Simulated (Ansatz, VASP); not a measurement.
# Two plane-wave programs on NaAl3

```
CELL_PARAMETERS angstrom
-2.18772 2.18772 3.98021
2.18772 -2.18772 3.98021
2.18772 2.18772 -3.98021
ATOMIC_POSITIONS crystal
Na 0.00000 0.00000 0.00000
Al 0.75000 0.25000 0.50000
Al 0.25000 0.75000 0.50000
Al 0.50000 0.50000 0.00000
```

Alike in both runs: task single point; functional r2SCAN; k mesh 1 × 1 × 1; occupations gaussian, width 0.1 eV; no spin polarisation.

|  | VASP | Ansatz |
| --- | --- | --- |
| version | VASP 6.6.1 | Ansatz 0.2.0 |
| potentials or method | VASP PAW PBE potentials, release 64 (Na_pv, Al), cutoff 550 eV | scalar-relativistic, plane waves, PAW |
| valence electrons in the cell | 16 | 18 |

Ansatz gave:

* gap on the k mesh at the Fermi level (eV): 0.09
* least direct gap on the mesh (eV): 0.09
* pressure (GPa): 7.5
* traceless stress, the component that is largest in VASP (GPa): 27.34

Task: Which values does VASP return?

Result: gap on the k mesh at the Fermi level (eV): 0.09; least direct gap on the mesh (eV): 0.09; pressure (GPa): 6.8; traceless stress, the component that is largest in VASP (GPa): 26.89.

VASP's potentials were made for PBE, not for r2SCAN. VASP's potentials hold 16 valence electrons a cell and Ansatz's 18, so a difference there can come from the potentials and not from the codes.

The k mesh is coarse, so the values compare programs but aren't converged.
